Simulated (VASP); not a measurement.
# TiAl5N6 (Pmmm) in VASP: single point with PBE

Aim: the single point of TiAl5N6 with PBE.

Program: VASP 6.6.1. These are calculated values, not measurements. Logs are shortened: lines on timing, memory, paths and dates and some standing lists are left out, and cuts for length are marked.

### 1 The cell of the first run

It takes space group Pmmm (No. 47, orthorhombic). Conventional cell: a = 3.312 Å, b = 4.683 Å, c = 9.935 Å, α = 90.00°, β = 90.00°, γ = 90.00°. Within 3.1 Å of Ti (site symmetry mmm) lie 6 N at 2.34 Å. Within 3.1 Å of Al (site symmetry mm2) lie 6 N at 2.34 Å. Within 3.1 Å of Al (site symmetry mm2) lie 6 N at 2.34 Å. Al (site symmetry mmm) has 6 N at 2.34 Å within 3.1 Å. Within 3.1 Å of N (site symmetry mm2) lie 6 Al at 2.34 Å. N (site symmetry mmm) has 6 Al at 2.34 Å within 3.1 Å. N (site symmetry mm2) has 4 Al at 2.34 Å and 2 Ti at 2.34 Å within 3.1 Å. Within 3.1 Å of N (site symmetry mmm) lie 2 Ti at 2.34 Å and 4 Al at 2.34 Å.

### 2 Single point, PBE, collinear spin

INCAR

```
ALGO = Normal
EDIFF = 1E-6
ENCUT = 520
GGA = PE
ISIF = 2
ISMEAR = 0
ISPIN = 2
LASPH = T
LCHARG = T
LELF = T
LMAXMIX = 4
LORBIT = 11
LREAL = F
LVHAR = T
LWAVE = F
MAGMOM = 1 0 0 0 0 0 0 0 0 0 0 0
NBANDS = 44
NELM = 150
PREC = Accurate
SIGMA = 0.1
```

KPOINTS

```
k-points
0
Gamma
  6 4 2
```

POSCAR

```
TiAl5N6
1.0
    3.3115375700      0.0000000000      0.0000000000
    0.0000000000      4.6832213400      0.0000000000
    0.0000000000      0.0000000000      9.9346127100
Ti Al N
1 5 6
Direct
    0.0000000000      0.0000000000      0.0000000000
    0.5000000000      0.5000000000      0.1666666700
    0.0000000000      0.0000000000      0.3333333300
    0.5000000000      0.5000000000      0.5000000000
    0.0000000000      0.0000000000      0.6666666700
    0.5000000000      0.5000000000      0.8333333300
    0.0000000000      0.5000000000      0.3333333300
    0.5000000000      0.0000000000      0.5000000000
    0.0000000000      0.5000000000      0.6666666700
    0.5000000000      0.0000000000      0.8333333300
    0.0000000000      0.5000000000      0.0000000000
    0.5000000000      0.0000000000      0.1666666700
```

Potentials or basis: VASP PAW PBE potentials, release 64 (Ti_sv, Al, N).

The run is started by

```console
cat potpaw_PBE.64/Ti_sv/POTCAR potpaw_PBE.64/Al/POTCAR potpaw_PBE.64/N/POTCAR > POTCAR
mpirun -np 1 vasp_std > vasp.out
```

OUTCAR:

```text
EDIFF = 1E-6
   ENCUT = 520
   GGA = PE
   ISIF = 2
   ISMEAR = 0
   ISPIN = 2
   LASPH = T
   LORBIT = 11
   LREAL = F
   NELM = 150
   PREC = Accurate

 ion  position               nearest neighbor table
   1  0.000  0.000  0.000-  11 2.34  11 2.34  12 2.34  10 2.34  10 2.34  12 2.34
   2  0.500  0.500  0.167-   7 2.34   7 2.34  12 2.34  12 2.34  11 2.34  11 2.34   3 3.31   3 3.31
                             3 3.31   3 3.31   4 3.31   6 3.31
   3  0.000  0.000  0.333-  12 2.34  12 2.34   7 2.34   7 2.34   8 2.34   8 2.34   2 3.31   2 3.31
                             2 3.31   2 3.31   4 3.31   4 3.31   4 3.31   4 3.31   5 3.31
   4  0.500  0.500  0.500-   8 2.34   8 2.34   9 2.34   7 2.34   7 2.34   9 2.34   2 3.31   6 3.31
                             5 3.31   3 3.31   3 3.31   5 3.31   5 3.31   3 3.31   3 3.31   5 3.31
   5  0.000  0.000  0.667-  10 2.34  10 2.34   9 2.34   9 2.34   8 2.34   8 2.34   6 3.31   6 3.31
                             6 3.31   6 3.31   4 3.31   4 3.31   4 3.31   4 3.31   3 3.31
   6  0.500  0.500  0.833-   9 2.34   9 2.34  10 2.34  10 2.34  11 2.34  11 2.34   5 3.31   5 3.31
                             5 3.31   5 3.31   4 3.31   2 3.31
   7  0.000  0.500  0.333-   2 2.34   2 2.34   3 2.34   3 2.34   4 2.34   4 2.34
   8  0.500  0.000  0.500-   4 2.34   4 2.34   5 2.34   3 2.34   3 2.34   5 2.34
   9  0.000  0.500  0.667-   6 2.34   6 2.34   5 2.34   5 2.34   4 2.34   4 2.34
  10  0.500  0.000  0.833-   5 2.34   5 2.34   6 2.34   6 2.34   1 2.34   1 2.34
  11  0.000  0.500  0.000-   1 2.34   1 2.34   6 2.34   2 2.34   2 2.34   6 2.34
  12  0.500  0.000  0.167-   3 2.34   3 2.34   2 2.34   2 2.34   1 2.34   1 2.34

  LATTYP: Found a simple orthorhombic cell.
 ALAT       =     3.3115375700
 B/A-ratio  =     1.4142135612
 C/A-ratio  =     3.0000000000

  Lattice vectors:

 A1 = (   3.3115375700,   0.0000000000,   0.0000000000)
 A2 = (   0.0000000000,   4.6832213400,   0.0000000000)
 A3 = (   0.0000000000,   0.0000000000,   9.9346127100)

Analysis of symmetry for initial positions (statically):
=====================================================================
 Subroutine PRICEL returns:
 Original cell was already a primitive cell.

 Routine SETGRP: Setting up the symmetry group for a
 simple orthorhombic supercell.

 Subroutine GETGRP returns: Found  8 space group operations
 (whereof  8 operations were pure point group operations)
 out of a pool of  8 trial point group operations.

The static configuration has the point symmetry D_2h.

Analysis of symmetry for dynamics (positions and initial velocities):
=====================================================================
 Subroutine PRICEL returns:
[... 205 lines left out ...]
      4     -27.8104      1.00000
      5      -8.8258      1.00000
      6      -8.0184      1.00000
[... 1021 lines left out ...]
     39      10.6690      0.00000
     40      10.9838      0.00000
 Fermi energy:         6.9303458846

 spin component 2

 k-point     1 :       0.0000    0.0000    0.0000
  band No.  band energies     occupation
      1     -50.9150      1.00000
      2     -27.1468      1.00000
      3     -27.1241      1.00000
      4     -27.0401      1.00000
      5      -8.8222      1.00000
      6      -8.0181      1.00000
[... 1021 lines left out ...]
     39      10.7717      0.00000
     40      10.9934      0.00000
 [bands above 40 left out]

------------------------ aborting loop because EDIFF is reached ----------------------------------------

  FORCE on cell =-STRESS in cart. coord.  units (eV):
  Direction    XX          YY          ZZ          XY          YZ          ZX
  --------------------------------------------------------------------------------------
  -------------------------------------------------------------------------------------
  Total      -41.0395918    -40.4972497    -39.6736557      0.0000000      0.0000000      0.0000000
  in kB     -426.7645169   -421.1247835   -412.5603540      0.0000000      0.0000000      0.0000000
  external PRESSURE =    -420.1498848 kB  Pullay stress =       0.0000000 kB

 VOLUME and BASIS-vectors are now :
 -----------------------------------------------------------------------------
  energy-cutoff  :      520.00
  volume of cell :      154.07
      direct lattice vectors                 reciprocal lattice vectors
     3.311537570  0.000000000  0.000000000     0.301974530  0.000000000  0.000000000
     0.000000000  4.683221340  0.000000000     0.000000000  0.213528238  0.000000000
     0.000000000  0.000000000  9.934612710     0.000000000  0.000000000  0.100658177

 POSITION                                       TOTAL-FORCE (eV/Angst)
 -----------------------------------------------------------------------------------
      0.00000      0.00000      0.00000         0.000000      0.000000      0.000000
      1.65577      2.34161      1.65577         0.000000      0.000000      0.158058
      0.00000      0.00000      3.31154         0.000000      0.000000      0.009659
      1.65577      2.34161      4.96731         0.000000      0.000000      0.000000
      0.00000      0.00000      6.62308         0.000000      0.000000     -0.009659
      1.65577      2.34161      8.27884         0.000000      0.000000     -0.158058
      0.00000      2.34161      3.31154         0.000000      0.000000     -0.080479
      1.65577      0.00000      4.96731         0.000000      0.000000      0.000000
      0.00000      2.34161      6.62308        -0.000000      0.000000      0.080479
      1.65577      0.00000      8.27884         0.000000      0.000000     -0.475262
      0.00000      2.34161      0.00000         0.000000      0.000000      0.000000
      1.65577      0.00000      1.65577         0.000000      0.000000      0.475262
 -----------------------------------------------------------------------------------
    total drift:                               -0.000000     -0.000000     -0.000000

  FREE ENERGIE OF THE ION-ELECTRON SYSTEM (eV)
  ---------------------------------------------------
  free  energy   TOTEN  =       -81.9302822269 eV

  energy  without entropy=      -81.9097808268  energy(sigma->0) =      -81.92003153

 total charge

# of ion       s       p       d       tot
------------------------------------------
    1        2.141   6.104   1.707   9.953
    2        0.317   0.239   0.000   0.556
    3        0.311   0.241   0.000   0.552
    4        0.318   0.238   0.000   0.556
    5        0.311   0.241   0.000   0.552
    6        0.317   0.239   0.000   0.556
    7        1.244   2.313   0.000   3.557
    8        1.245   2.313   0.000   3.558
    9        1.244   2.313   0.000   3.557
   10        1.242   2.325   0.000   3.568
   11        1.242   2.326   0.000   3.568
   12        1.242   2.325   0.000   3.568
--------------------------------------------------
tot         11.175  21.216   1.707  34.099

 magnetization (x)

# of ion       s       p       d       tot
------------------------------------------
    1        0.007   0.006   0.731   0.743
    2        0.003   0.000   0.000   0.003
    3        0.001  -0.001   0.000   0.001
    4        0.002   0.001   0.000   0.002
    5        0.001  -0.001   0.000   0.001
    6        0.003   0.000   0.000   0.003
    7        0.000  -0.002   0.000  -0.002
    8        0.001   0.000   0.000   0.001
    9        0.000  -0.002   0.000  -0.002
   10       -0.000  -0.010   0.000  -0.010
   11       -0.002  -0.027   0.000  -0.029
   12       -0.000  -0.010   0.000  -0.010
--------------------------------------------------
tot          0.016  -0.045   0.731   0.701
```

OSZICAR:

```text
N       E                     dE             d eps       ncg     rms          rms(c)
DAV:   1     0.364500124091E+03    0.36450E+03   -0.25224E+04  4224   0.121E+03
DAV:   2    -0.510832446216E+02   -0.41558E+03   -0.39047E+03  5048   0.291E+02
DAV:   3    -0.953132860410E+02   -0.44230E+02   -0.43312E+02  5636   0.959E+01
[... 17 lines left out ...]
DAV:  21    -0.819302384249E+02   -0.81782E-04   -0.10867E-04  5692   0.474E-02    0.681E-02
DAV:  22    -0.819302741886E+02   -0.35764E-04   -0.27471E-05  5624   0.271E-02    0.325E-02
DAV:  23    -0.819302803167E+02   -0.61281E-05   -0.66672E-06  5436   0.138E-02    0.178E-02
DAV:  24    -0.819302817459E+02   -0.14292E-05   -0.71047E-06  5564   0.149E-02    0.594E-03
DAV:  25    -0.819302822269E+02   -0.48095E-06   -0.15223E-06  3968   0.681E-03
   1 F= -.81930282E+02 E0= -.81920032E+02  d E =-.205014E-01  mag=     0.8773
```

Wall time 15 min (1 thread of Intel Xeon Platinum 8259CL at 2.50GHz (Skylake/Cascade Lake), shared host); peak memory 0.47 GiB.

Results:

* Free energy: -81.9303 eV
* Pressure: -42.0 GPa
* Largest force: 0.475 eV/Å
* Net moment: 0.88 μB per cell
* Site moments: Ti +0.74; Al +0.00; N -0.00, +0.00, -0.01, -0.03 (each value once) μB
* Valence electrons inside the program's atomic spheres: Ti 9.95; Al 0.56, 0.55 (each value once); N 3.56, 3.57 (each value once)

Forces in eV/Å, atoms in the order of the input:
```
Ti   0.000  0.000  0.000
Al   0.000  0.000  0.158
Al   0.000  0.000  0.010
Al   0.000  0.000  0.000
Al   0.000  0.000 -0.010
Al   0.000  0.000 -0.158
N    0.000  0.000 -0.080
N    0.000  0.000  0.000
N    0.000  0.000  0.080
N    0.000  0.000 -0.475
N    0.000  0.000  0.000
N    0.000  0.000  0.475
```

Caveat: the cell stands under tension.
